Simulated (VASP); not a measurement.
# CaO (P1) in VASP: further runs

The runs below take CaO through single point, with PBE.

All numbers are computed with VASP 6.6.1; they aren't measurements. Logs are shortened: lines on timing, memory, paths and dates and some standing lists are left out, and cuts for length are marked.

## (1) The cell of the first run

The typed cell holds 16 atoms: a = 6.640 Å, b = 6.640 Å, c = 5.814 Å, α = 90.00°, β = 90.00°, γ = 120.00°.

## (2) Single point, PBE

Input file INCAR:

```
PREC = Accurate
ENCUT = 520
EDIFF = 1E-6
ISMEAR = -1
SIGMA = 0.112
LREAL = Auto
LASPH = T
NELM = 100
ALGO = Normal
ISIF = 2
LWAVE = F
LCHARG = F
GGA = PE
NBANDS = 78
```

Input file KPOINTS:

```
Automatic mesh
0
Gamma
  3 3 3
```

Input file POSCAR:

```
CaO
1.0
    6.6398732697      0.0000000000      0.0000000000
   -3.3199366349      5.7502989295      0.0000000000
    0.0000000000      0.0000000000      5.8143085363
Ca O
8 8
Direct
    0.0269713104      0.0205133683      0.0180220914
   -0.0176431066     -0.0202883366      0.4910336254
    0.0123847764      0.4963628909     -0.0349014846
   -0.0051725834      0.4897908847      0.5068982806
    0.5093573401      0.0252529480      0.0271574855
    0.4938343363     -0.0180740169      0.5256668065
    0.4916343214      0.5035859936     -0.0061690913
    0.5188397321      0.5146002036      0.4808693902
    0.1274267593      0.3061734740      0.2636236090
    0.3171705526      0.1579199640      0.7258840795
    0.1797577197      0.8529146154      0.2378029978
    0.3385580278      0.6440943411      0.7320373478
    0.6530371099      0.3169463053      0.2575038787
    0.8238915045      0.1518842778      0.7848001136
    0.6637466539      0.8443322790      0.2394162593
    0.8207448682      0.6963159740      0.7374464174
```

Potentials or basis: VASP PAW PBE potentials, release 64 (Ca_sv, O).

The run is started by

```sh
$ cat potpaw_PBE.64/Ca_sv/POTCAR potpaw_PBE.64/O/POTCAR > POTCAR
$ mpirun -np 1 vasp_std > vasp.out
```

OUTCAR:

```text
PREC = Accurate
   ENCUT = 520
   EDIFF = 1E-6
   ISMEAR = -1
   LREAL = Auto
   LASPH = T
   NELM = 100
   ISIF = 2
   GGA = PE

 ion  position               nearest neighbor table
   1  0.027  0.021  0.018-   9 2.19  11 2.24  14 2.37  10 2.38  15 2.45  16 2.49   2 2.76   2 3.08
                             7 3.15
   2  0.982  0.980  0.491-  16 2.17   9 2.30  15 2.35  10 2.36  11 2.39  14 2.56   1 2.76   1 3.08
                             8 3.08
   3  0.012  0.496  0.965-  14 2.24  12 2.32   9 2.48   4 2.67   4 3.15   7 3.16
   4  0.995  0.490  0.507-   9 2.31  12 2.37  13 2.44  14 2.53  16 2.57   3 2.67   3 3.15
   5  0.509  0.025  0.027-  13 2.15  11 2.26  15 2.29  14 2.30  10 2.57   6 2.91   6 2.93
   6  0.494  0.982  0.526-  12 2.29  10 2.34  14 2.42  15 2.43  11 2.47  13 2.48   5 2.91   5 2.93

   7  0.492  0.504  0.994-  12 2.27  16 2.42  15 2.42  13 2.52  10 2.53   8 2.84   8 2.99   1 3.15
                             3 3.16
   8  0.519  0.515  0.481-  16 2.30  12 2.31  13 2.32  15 2.36  10 2.50   7 2.84   7 2.99   2 3.08

   9  0.127  0.306  0.264-   1 2.19   2 2.30   4 2.31   3 2.48
  10  0.317  0.158  0.726-   6 2.34   2 2.36   1 2.38   8 2.50   7 2.53   5 2.57
  11  0.180  0.853  0.238-   1 2.24   5 2.26   2 2.39   6 2.47
  12  0.339  0.644  0.732-   7 2.27   6 2.29   8 2.31   3 2.32   4 2.37
  13  0.653  0.317  0.258-   5 2.15   8 2.32   4 2.44   6 2.48   7 2.52
  14  0.824  0.152  0.785-   3 2.24   5 2.30   1 2.37   6 2.42   4 2.53   2 2.56
  15  0.664  0.844  0.239-   5 2.29   2 2.35   8 2.36   7 2.42   6 2.43   1 2.45
  16  0.821  0.696  0.737-   2 2.17   8 2.30   7 2.42   1 2.49   4 2.57

  LATTYP: Found a hexagonal cell.
 ALAT       =     6.6398732697
 C/A-ratio  =     0.8756655888

  Lattice vectors:

 A1 = (   6.6398732697,   0.0000000000,   0.0000000000)
 A2 = (  -3.3199366349,   5.7502989295,   0.0000000000)
 A3 = (   0.0000000000,   0.0000000000,   5.8143085363)

Analysis of symmetry for initial positions (statically):
=====================================================================
 Subroutine PRICEL returns:
 Original cell was already a primitive cell.

 Routine SETGRP: Setting up the symmetry group for a
 hexagonal supercell.

 Subroutine GETGRP returns: Found  1 space group operations
 (whereof  1 operations were pure point group operations)
 out of a pool of 24 trial point group operations.

The static configuration has the point symmetry C_1 .

Analysis of symmetry for dynamics (positions and initial velocities):
=====================================================================
 Subroutine PRICEL returns:
 Original cell was already a primitive cell.

 Routine SETGRP: Setting up the symmetry group for a
 hexagonal supercell.

 Subroutine GETGRP returns: Found  1 space group operations
 (whereof  1 operations were pure point group operations)
 out of a pool of 24 trial point group operations.

The dynamic configuration has the point symmetry C_1 .

 Subroutine INISYM returns: Found  1 space group operations
 (whereof  1 operations are pure point group operations),
 and found     1 'primitive' translations

----------------------------------------------------------------------------------------

                                     Primitive cell

  volume of cell :     221.9976

  direct lattice vectors                    reciprocal lattice vectors
     6.639873270  0.000000000  0.000000000     0.150605284  0.086952001  0.000000000
    -3.319936635  5.750298930  0.000000000     0.000000000  0.173904003  0.000000000
     0.000000000  0.000000000  5.814308536     0.000000000  0.000000000  0.171989497

  length of vectors
     6.639873270  6.639873270  5.814308536     0.173904003  0.173904003  0.171989497

  position of ions in fractional coordinates (direct lattice)
     0.026971310  0.020513368  0.018022091
     0.982356893  0.979711663  0.491033625
     0.012384776  0.496362891  0.965098515
     0.994827417  0.489790885  0.506898281
     0.509357340  0.025252948  0.027157485
     0.493834336  0.981925983  0.525666806
[... 8 lines left out ...]
     0.663746654  0.844332279  0.239416259
     0.820744868  0.696315974  0.737446417

  ion indices of the primitive-cell ions
   primitive index   ion index
                 1           1
                 2           2
                 3           3
                 4           4
                 5           5
                 6           6
[... 8 lines left out ...]
                15          15
                16          16

----------------------------------------------------------------------------------------

 KPOINTS: Automatic mesh

Automatic generation of k-mesh.
 Grid dimensions read from file:
 generate k-points for:    3    3    3

 Generating k-lattice:

  Cartesian coordinates                     Fractional coordinates (reciprocal lattice)
     0.050201761  0.028984000  0.000000000     0.333333333  0.000000000  0.000000000
     0.000000000  0.057968001  0.000000000     0.000000000  0.333333333  0.000000000
     0.000000000  0.000000000  0.057329832     0.000000000  0.000000000  0.333333333

  Length of vectors
     0.057968001  0.057968001  0.057329832

  Shift w.r.t. Gamma in fractional coordinates (k-lattice)
     0.000000000  0.000000000  0.000000000

 Subroutine IBZKPT returns following result:
 ===========================================

 Found     14 irreducible k-points:

 Following reciprocal coordinates:
            Coordinates               Weight
  0.000000  0.000000  0.000000      1.000000
  0.333333  0.000000  0.000000      2.000000
  0.000000  0.333333  0.000000      2.000000
 -0.333333  0.333333  0.000000      2.000000
  0.333333  0.333333  0.000000      2.000000
  0.000000  0.000000  0.333333      2.000000
  0.333333  0.000000  0.333333      2.000000
  0.000000  0.333333  0.333333      2.000000
 -0.333333  0.333333  0.333333      2.000000
 -0.333333 -0.000000  0.333333      2.000000
  0.000000 -0.333333  0.333333      2.000000
  0.333333 -0.333333  0.333333      2.000000
  0.333333  0.333333  0.333333      2.000000
 -0.333333 -0.333333  0.333333      2.000000
   k-points           NKPTS =     14   k-points in BZ     NKDIM =     14   number of bands    NBANDS=     78
   number of dos      NEDOS =    301   number of ions     NIONS =     16
   total plane-waves  NPLWV = 120000
   dimension x,y,z NGX =    50 NGY =   50 NGZ =   48
   dimension x,y,z NGXF=   100 NGYF=  100 NGZF=   96
   ions per type =               8   8
   NGX,Y,Z   is equivalent  to a cutoff of  12.52, 12.52, 13.72 a.u.
   NGXF,Y,Z  is equivalent  to a cutoff of  25.04, 25.04, 27.45 a.u.
 SYSTEM =  unknown system
   PREC   = accura    normal or accurate (medium, high low for compatibility)
   ISTART =      0    job   : 0-new  1-cont  2-samecut
   ICHARG =      2    charge: 1-file 2-atom 10-const
   ISPIN  =      1    spin polarized calculation?
   LNONCOLLINEAR =      F non collinear calculations
   LSORBIT =      F    spin-orbit coupling
   LASPH  =      T    aspherical Exc in radial PAW
   ENCUT  =  520.0 eV  38.22 Ry    6.18 a.u.  12.35 12.35 10.81*2*pi/ulx,y,z
   NELM   =    100;   NELMIN=  2; NELMDL= -5     # of ELM steps
   EDIFF  = 0.1E-05   stopping-criterion for ELM
   LREAL  =      T    real-space projection
   EDIFFG = 0.1E-04   stopping-criterion for IOM
   NSW    =      0    number of steps for IOM
   IBRION =     -1    ionic relax: 0-MD 1-quasi-New 2-CG
   NFREE  =      0    steps in history (QN), initial steepest desc. (CG)
   ISIF   =      2    stress and relaxation
   ISYM   =      2    0-nonsym 1-usesym 2-fastsym
   POTIM  = 0.5000    time-step for ionic-motion
   TEBEG  =    0.0;   TEEND  =   0.0 temperature during run
   PSTRESS=    0.0 pullay stress
   NELECT =     128.0000    total number of electrons
   NUPDOWN=      -1.0000    fix difference up-down
   EMIN   =  10.00;   EMAX   =-10.00  energy-range for DOS
   EFERMI =   0.00;   METHOD = LEGACY
   ISMEAR =    -1;   SIGMA  =   0.11  broadening in eV -4-tet -1-fermi 0-gaus
   EFERMI_NEDOS =   21; number of points for ismear=-14 and -15
   IALGO  =     38    algorithm
   IMIX   =      4    mixing-type and parameters
     AMIX     =   0.40;   BMIX     =  1.00
     AMIX_MAG =   1.60;   BMIX_MAG =  1.00
  volume/ion in A,a.u.               =      13.87        93.63
  Fermi-wavevector in a.u.,A,eV,Ry     =   1.362580  2.574903 25.260912  1.856625
  Thomas-Fermi vector in A             =   2.489057
   LORBIT       =      0    0 simple, 1 ext, 2 COOP (PROOUT), +10 PAW based schemes
   GGA     = PE    functional components
   LHFCALC =     F    Hartree Fock is set to
   AEXX    =    0.0000 exact exchange contribution
   IVDW    =     0    specifies the selected vdW correction
   LEPSILON=     F    determine dielectric tensor
   LRPA    =     F    only Hartree local field effects (RPA)
 non-spin polarized calculation
  energy-cutoff  :      520.00
  volume of cell :      222.00
 maximum number of plane-waves:      5998
 NGX is ok and might be reduce to    50
   NGX = 25   NGY = 25   NGZ = 21

 number of electron     127.9999999 magnetization

 Free energy of the ion-electron system (eV)
  ---------------------------------------------------
  ext. energy  EPLUGINS =         0.00000000
  ---------------------------------------------------
  free energy    TOTEN  =       -97.96089665 eV

  energy without entropy =      -97.96089657  energy(sigma->0) =      -97.96089661

 E-fermi :   4.4211     XC(G=0): -10.4466

 val. band max:        2.5164008865   @ k =   0.0000   0.0000   0.0000
 cond. band min:       6.1984316447   @ k =   0.0000   0.0000   0.0000
 fundamental gap:      3.6820307582
 Fermi energy:         4.4211053756

 k-point     1 :       0.0000    0.0000    0.0000
  band No.  band energies     occupation
      1     -36.1074      2.00000
      2     -35.9326      2.00000
      3     -35.8839      2.00000
      4     -35.3875      2.00000
      5     -35.2633      2.00000
      6     -34.9831      2.00000
[... 68 lines left out ...]
     75       9.0675      0.00000
     76       9.0877      0.00000
[... 1025 lines left out ...]
     75       8.8776      0.00000
     76       9.0144      0.00000
 [bands above 76 left out]

------------------------ aborting loop because EDIFF is reached ----------------------------------------

  FORCE on cell =-STRESS in cart. coord.  units (eV):
  Direction    XX          YY          ZZ          XY          YZ          ZX
  --------------------------------------------------------------------------------------
  -------------------------------------------------------------------------------------
  Total        6.7819747      8.5435011      9.2828503      0.0831804      0.2728040     -0.3124589
  in kB       48.9461414     61.6592415     66.9951928      0.6003207      1.9688519     -2.2550450
  external PRESSURE =      59.2001919 kB  Pullay stress =       0.0000000 kB

 VOLUME and BASIS-vectors are now :
 -----------------------------------------------------------------------------
  energy-cutoff  :      520.00
  volume of cell :      222.00
      direct lattice vectors                 reciprocal lattice vectors
     6.639873270  0.000000000  0.000000000     0.150605284  0.086952001  0.000000000
    -3.319936635  5.750298930  0.000000000     0.000000000  0.173904003  0.000000000
     0.000000000  0.000000000  5.814308536     0.000000000  0.000000000  0.171989497

 POSITION                                       TOTAL-FORCE (eV/Angst)
 -----------------------------------------------------------------------------------
      0.11098      0.11796      0.10479        -0.896075     -1.032754     -1.584602
      3.27014      5.63363      2.85502         0.458969      1.209443      0.708748
     -1.56566      2.85424      5.61138        -0.656763      0.449998      2.004055
      4.97945      2.81644      2.94726         0.033095     -0.329074     -1.614393
      3.29823      0.14521      0.15790         0.460278     -0.703303     -0.681623
      0.01907      5.64637      3.05639        -0.364991      0.615204     -0.307382
[... 8 lines left out ...]
      1.60406      4.85516      1.39204         0.096602     -0.985055      0.358813
      3.13792      4.00402      4.28774         1.055805     -1.784742      0.667448
 -----------------------------------------------------------------------------------
    total drift:                                0.000569      0.001324      0.001821

  FREE ENERGIE OF THE ION-ELECTRON SYSTEM (eV)
  ---------------------------------------------------
  free  energy   TOTEN  =       -97.9608966500 eV

  energy  without entropy=      -97.9608965723  energy(sigma->0) =      -97.96089661
```

Wall time 9.1 min (1 thread of Intel Xeon Platinum 8488C (Sapphire Rapids), shared host); peak memory 0.4 GiB.

Results:

```
Free energy            : -97.9609 eV
Pressure               : 5.9 GPa
Largest force          : 2.178 eV/Å
Band gap on the k mesh : 3.68 eV
```

Forces in eV/Å, atoms in the order of the input:
```
Ca  -0.896 -1.033 -1.585
Ca   0.459  1.209  0.709
Ca  -0.657  0.450  2.004
Ca   0.033 -0.329 -1.614
Ca   0.460 -0.703 -0.682
Ca  -0.365  0.615 -0.307
Ca   0.655  0.531 -0.483
Ca  -0.589 -1.268  0.433
O    0.428  1.846 -0.469
O    0.617  0.377  0.886
O   -0.029 -1.340  0.686
O   -1.103  0.097  0.390
O    0.111  1.375  0.197
O   -0.277  0.942 -1.192
O    0.097 -0.985  0.359
O    1.056 -1.785  0.667
```

Levels at points of the mesh, in eV from the valence-band top:
```
           k point  band 61  band 62  band 63  band 64  band 65  band 66  band 67  band 68
(0.00, 0.00, 0.00)    -0.33    -0.25    -0.06     0.00     3.68     3.82     3.93     4.14
```

Caveat: the cell stands under pressure; forces of over 1 eV/Å act on the atoms, so gaps and moduli don't describe the material at rest.

(Part 1 of 2 ends here.)
